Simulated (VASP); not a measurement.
## P: single point with r2SCAN+D3(BJ)

Crystal: P.

```
P
1.0
     2.38599    0.00000    0.00000
     0.00000    2.38599    0.00000
     0.00000    0.00000    2.38599
P
1
Direct
  0.00000 0.00000 0.00000
```

This isn't the form of P at room conditions, which is orthorhombic.

* Program: VASP 6.6.1
* Task: single point
* Functional: r2SCAN
* Dispersion: D3(BJ)
* Potentials or basis: VASP PAW PBE potentials, release 64 (P)
* Cutoff: 520 eV
* k mesh: 18 × 18 × 18
* Occupations: gaussian, width 0.05 eV
* Spin: no spin polarisation

| Item | Value |
| --- | --- |
| Pressure | 4.9 GPa |
| Band gap on the k mesh | zero (an odd number of electrons rules out a gap without spin polarisation) |
| Dispersion energy per atom | -0.244 eV |

Levels at points of the mesh, in eV from the Fermi level:
```tsv
k point	band 1	band 2	band 3	band 4	band 5	band 6	band 7	band 8
(0.00, 0.00, 0.00)	-17.97	5.86	5.86	5.86	7.16	7.16	16.63	27.00
(0.50, 0.00, 0.00)	-13.07	-9.59	9.19	9.19	9.96	15.59	15.59	18.66
(0.50, 0.50, 0.00)	-7.61	-5.84	-5.84	0.97	12.36	18.41	18.41	19.20
(0.50, 0.50, 0.50)	-2.35	-2.35	-2.35	-0.47	4.92	4.92	4.92	12.06
```

It took 59 s on 1 thread of Intel(R) Xeon(R) Platinum 8259CL CPU @ 2.50GHz (Skylake/Cascade Lake) (shared host), peak memory 0.14 GiB.

Caveat: the cell stands under pressure; the PAW data sets were made with another functional, which shifts forces and pressure a little.
